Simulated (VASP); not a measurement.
Bi, 2 atoms in the cell. The structure is trigonal, space group R-3m (No. 166). The conventional cell has a = 4.546 Å, b = 4.546 Å, c = 12.099 Å, α = 90.00°, β = 90.00°, γ = 120.00°. Bi (site symmetry 3m) has 6 Bi at 3.09 to 3.56 Å within 4.1 Å.  This cell differs from its parent crystal: zz strain of +2 %.

```yaml
Program: VASP 6.6.1
Task: single point
Functional: PBEsol
Potentials_or_basis: VASP PAW PBE potentials, release 64 (Bi_d)
Cutoff: 520 eV
k_mesh: 10 × 10 × 10
Occupations: fermi-dirac, width 0.03 eV
Spin: no spin polarisation
Dipole_correction: no
Further_INCAR_settings: ALGO = Normal; EDIFF = 1e-06; NBANDS = 22
```

Potentials or basis: VASP PAW PBE potentials, release 64 (Bi_d).

Run with:

```bash
$ cat potpaw_PBE.64/Bi_d/POTCAR > POTCAR
$ mpirun -np 1 vasp_std > vasp.out
```

Hardware: 1 thread of Intel(R) Xeon(R) Platinum 8259CL CPU @ 2.50GHz (Skylake/Cascade Lake) (shared host).

How long does it take, and how much memory?

It took 100 s on 1 thread of Intel(R) Xeon(R) Platinum 8259CL CPU @ 2.50GHz (Skylake/Cascade Lake) (shared host), peak memory 0.29 GiB. Counts: scf iterations 10, k points 116.
